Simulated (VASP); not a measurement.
**Nb: single point with LDA**

The system is Nb, a slab with vacuum.

```
Nb
1.0
     3.24781    0.00000    0.00000
     0.00000    3.24781    0.00000
     0.00000    0.00000   22.49560
Nb
5
Direct
  0.00000 0.00000 0.35562
  0.50000 0.50000 0.42781
  0.00000 0.00000 0.50000
  0.50000 0.50000 0.57219
  0.00000 0.00000 0.64438
```

```yaml
Program: VASP 6.6.1
Task: single point
Functional: LDA
Potentials_or_basis: VASP PAW LDA potentials, release 64 (Nb_sv)
Cutoff: 520 eV
k_mesh: 11 × 11 × 1
Occupations: fermi-dirac, width 0.05 eV
Spin: no spin polarisation
```

```
Largest force          : 1.342 eV/Å
Band gap on the k mesh : zero (an odd number of electrons rules out a gap without spin polarisation)
```

Forces on the atoms (eV/Å):
```
Nb   0.000  0.000  1.342
Nb   0.000  0.000 -1.309
Nb   0.000  0.000  0.000
Nb   0.000  0.000  1.309
Nb   0.000  0.000 -1.342
```

Levels at points of the mesh, in eV from the Fermi level:
```tsv
k point	band 29	band 30	band 31	band 32	band 33	band 34	band 35	band 36	band 37	band 38
(0.00, 0.00, 0.00)	0.04	0.10	0.15	0.15	0.27	0.27	0.43	0.45	0.98	0.98
```

It took 3.7 min on 1 thread of Intel(R) Xeon(R) Platinum 8488C (Sapphire Rapids), with other jobs on the host, peak memory 0.32 GiB.
